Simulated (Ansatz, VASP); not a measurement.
**One calculation of Ge, two programs**

Contents of INCAR:

```
ALGO = Normal ; EDIFF = 1E-6
ENCUT = 520 ; GGA = PS
ISIF = 2 ; ISMEAR = 0
LASPH = T ; LCHARG = F
LREAL = F ; LWAVE = F
NBANDS = 21 ; NELM = 60
PREC = Accurate ; SIGMA = 0.15
```

Contents of KPOINTS:

```
k-points
0
Gamma
  14 14 14
```

The input POSCAR:

```
Ge
1.0
    0.0000000000      2.7669151457      2.7669151457
    2.7669151457      0.0000000000      2.7669151457
    2.7669151457      2.7669151457      0.0000000000
Ge
2
Direct
    0.5049332919      0.4950667081      0.4950667081
    0.7450667081      0.7549332919      0.7549332919
```

Input for Ansatz:

```yaml
crystal:
  lattice:
    - [0.0, 2.7669151457, 2.7669151457]
    - [2.7669151457, 0.0, 2.7669151457]
    - [2.7669151457, 2.7669151457, 0.0]
  atoms:
    - { symbol: Ge, position: [0.5049332919, 0.4950667081, 0.4950667081] }
    - { symbol: Ge, position: [0.7450667081, 0.7549332919, 0.7549332919] }
basis:
  ecutwfc: 420
kpoints:
  mp_grid: { grid: [14, 14, 14] }
hamiltonian:
  xc: pbesol
  pseudopotentials: { kind: paw, azcp: { folder: soft_1 } }
scf:
  occupations: { method: gaussian, width: 0.15 }
output:
  forces: true
  stress: true
  eigenvalues: true
```

Change from the starting cell: mode 4 frozen in at -0.028 Å, equal normal strain along x, y and z -0.0250.

Alike in both runs: task single point; functional PBEsol; k mesh 14 × 14 × 14; occupations gaussian, width 0.15 eV; no spin polarisation.

|  | VASP | Ansatz |
| --- | --- | --- |
| version | VASP 6.6.1 | Ansatz 0.2.0 |
| potentials or method | VASP PAW PBE potentials, release 64 (Ge_d), cutoff 520 eV | scalar-relativistic, plane waves, PAW |
| valence electrons in the cell | 28 | 28 |

```tsv
	VASP	Ansatz	Ansatz less VASP
gap on the k mesh at the Fermi level (eV)	none	none	-
pressure (GPa)	6.1	6.2	+0.13
traceless stress, the component that is largest in VASP (GPa)	-2.33	-2.35	-0.016
rms of the force components (eV/Å)	0.405	0.407	+0.0011
```

VASP's potentials were made for PBE, not for PBEsol, and Ansatz warns of the same on its side. Atom by atom the forces differ by 0.001 eV/Å (rms over components). A gap of «none» marks a metal or a gap that the smearing closes.
